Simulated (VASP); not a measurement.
**Te: relaxation of cell and atoms with PBEsol**

Crystal: Te.

```
CELL_PARAMETERS angstrom
3.44206 0.00000 0.00000
-1.72103 2.98092 0.00000
0.00000 0.00000 5.62089
ATOMIC_POSITIONS crystal
Te 0.33333 0.66667 0.25000
Te 0.66667 0.33333 0.75000
```

```yaml
Program: VASP 6.6.1
Task: relaxation of cell and atoms
Functional: PBEsol
Potentials_or_basis: VASP PAW PBE potentials, release 64 (Te)
Cutoff: 600 eV
k_mesh: 11 × 11 × 6
Occupations: fermi-dirac, width 0.1 eV
Spin: no spin polarisation
Dipole_correction: no
Further_INCAR_settings: ALGO = Normal; EDIFF = 1e-07; IBRION = 2; EDIFFG = -0.01; NSW = 80; ISIF = 3
```

```yaml
Relaxed_volume: 29.38 Å³/atom
Relaxed_cell: a = 3.915 Å, b = 3.915 Å, c = 4.425 Å, α = 90.00°, β = 90.00°, γ = 120.00°
Space_group_after_relaxing_to_0.05_Å: P6_3/mmc (No. 194)
Energy_gained_by_relaxing: 208.9 meV/atom
Ionic_steps: 26
Pressure_after_relaxing: 0.0 GPa
Band_gap_on_the_k_mesh: zero (band 6 reaches 8.60 eV, above the bottom of band 7 at 6.12 eV)
```

Step by step:
```csv
step,energy change (eV),largest force (eV/Å),pressure (GPa),volume (Å³)
1,0.0000,0.0000,-3.81,57.67
2,-0.0608,0.0000,2.05,52.13
3,-0.0652,0.0000,0.64,53.18
4,-0.0961,0.0000,1.10,52.90
5,-0.2194,0.0000,3.92,51.79
6,0.1568,0.0000,19.58,48.33
7,-0.2479,0.0000,5.87,51.22
8,-0.2418,0.0000,7.88,50.70
9,-0.2477,0.0000,7.11,50.89
10,-0.2533,0.0000,7.11,50.97
11,-0.2672,0.0000,7.21,51.22
12,-0.2814,0.0000,7.57,51.68
13,-0.2598,0.0000,8.82,52.47
14,-0.2809,0.0000,7.94,51.97
15,-0.3069,0.0000,6.98,52.57
16,-0.3672,0.0000,4.40,54.42
17,-0.4172,0.0000,0.26,58.24
18,-0.4175,0.0000,-0.04,58.58
19,-0.4175,0.0000,-0.16,58.72
20,-0.4176,0.0000,-0.11,58.68
21,-0.4177,0.0000,0.01,58.59
22,-0.4176,0.0000,0.26,58.41
23,-0.4177,0.0000,0.08,58.54
24,-0.4177,0.0000,0.07,58.56
25,-0.4178,0.0000,0.04,58.63
26,-0.4178,0.0000,-0.01,58.75
```

Final structure:
```
Te
1.0
     3.91538    0.00000    0.00000
    -1.95769    3.39082    0.00000
     0.00000    0.00000    4.42547
Te
2
Direct
  0.33333 0.66667 0.25000
  0.66667 0.33333 0.75000
```

Levels at points of the mesh, in eV from the Fermi level:
```
           k point  band 3  band 4  band 5  band 6  band 7  band 8  band 9  band 10
(0.00, 0.00, 0.00)   -5.00   -1.59   -1.59    1.14    1.14    3.15    3.74     6.05
(0.00, 0.00, 0.50)   -0.40   -0.40   -0.19   -0.19   -0.19   -0.19    6.63     6.63
```

It took 13 min on 1 thread of AMD EPYC 7R43 64-Core Processor (Zen 3), on a shared host, peak memory 0.24 GiB.

Caveat: the PAW data sets were made with another functional, which shifts forces and pressure a little; spin-orbit coupling is left out, which moves the levels of the heavy elements.
